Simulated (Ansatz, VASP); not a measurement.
## Two plane-wave programs on NaI

File POSCAR:

```
NaI
1.0
    0.0000000000      3.2364000000      3.2364000000
    3.2364000000      0.0000000000      3.2364000000
    3.2364000000      3.2364000000      0.0000000000
I Na
1 1
Direct
    0.5000000000      0.5000000000      0.5000000000
    0.0000000000      0.0000000000      0.0000000000
```

Contents of INCAR.step1:

```
ALGO     = Normal         # electronic algorithm
EDIFF    = 1E-5           # SCF threshold, eV
ENCUT    = 520            # plane-wave cutoff, eV
GGA      = PE             # functional
ISIF     = 2              # what is computed and relaxed
ISMEAR   = -1             # smearing method
LASPH    = True           # aspherical terms in the spheres
LCHARG   = False          # write CHGCAR
LREAL    = False          # projectors in reciprocal space
LWAVE    = True           # write WAVECAR
NBANDS   = 14             # bands
NELM     = 60             # most SCF steps
PREC     = Accurate       # precision mode
SIGMA    = 0.05           # smearing width, eV
```

File INCAR.step2:

```
ALGO     = Normal         # electronic algorithm
EDIFF    = 1E-6           # SCF threshold, eV
ENCUT    = 520            # plane-wave cutoff, eV
GGA      = PE             # functional
HFSCREEN = 0.2079         # screening, 1/A
ISIF     = 2              # what is computed and relaxed
ISMEAR   = -1             # smearing method
ISTART   = 1            
LASPH    = True           # aspherical terms in the spheres
LCHARG   = False          # write CHGCAR
LHFCALC  = True           # exact exchange
LREAL    = False          # projectors in reciprocal space
LWAVE    = False          # write WAVECAR
NBANDS   = 14             # bands
NELM     = 60             # most SCF steps
PREC     = Accurate       # precision mode
PRECFOCK = Normal       
SIGMA    = 0.05           # smearing width, eV
```

Contents of KPOINTS:

```
k-points
0
Gamma
  4 4 4
```

input.yaml

```yaml
crystal:
  lattice:
    - [0.0, 3.2364, 3.2364]
    - [3.2364, 0.0, 3.2364]
    - [3.2364, 3.2364, 0.0]
  atoms:
    - { symbol: I, position: [0.5, 0.5, 0.5] }
    - { symbol: Na, position: [0.0, 0.0, 0.0] }
hamiltonian:
  xc: hse06
  pseudopotentials: { kind: paw }
kpoints:
  mp_grid: { grid: [4, 4, 4] }
  band_path:
    path:
      - [[0.0, 0.0, 0.0], [0.5, 0.0, 0.5], [0.5, 0.25, 0.75], [0.375, 0.375, 0.75], [0.0, 0.0, 0.0], [0.5, 0.5, 0.5], [0.625, 0.25, 0.625], [0.5, 0.25, 0.75], [0.5, 0.5, 0.5], [0.375, 0.375, 0.75]]
      - [[0.625, 0.25, 0.625], [0.5, 0.0, 0.5]]
    npoints: 4
scf:
  occupations: { method: fermi_dirac, width: 0.05 }
  n_extra_bands: 6
output:
  forces: true
  stress: true
  eigenvalues: true
  fatbands: false
  write_density: true
  write_potential: true
  elf: true
  volumetric_format: npy
```

Alike in both runs: functional HSE06; k mesh 4 × 4 × 4; occupations fermi-dirac, width 0.05 eV; no spin polarisation.

```csv
,VASP,Ansatz
version,VASP 6.6.1,Ansatz 0.2.0
potentials or method,"VASP PAW PBE potentials, release 64 (I, Na_pv)",Ansatz PAW
plane-wave cutoff (eV),520,420
valence electrons in the cell,14,26
task,single point,band structure
```

|  | VASP | Ansatz | Ansatz less VASP |
| --- | --- | --- | --- |
| gap on the k mesh at the Fermi level (eV) | 4.65 | 4.68 | +0.022 |
| least direct gap on the mesh (eV) | 4.65 | 4.68 | +0.022 |
| pressure (GPa) | 0.2 | 0.2 | 0.00 |

The functional is the same, so the differences come from potentials, cutoffs and numerics. VASP's potentials hold 14 valence electrons a cell and Ansatz's 26, so a difference there can come from the potentials and not from the codes.

The k mesh is coarse, so the values compare programs but aren't converged. Spin-orbit coupling is off throughout.
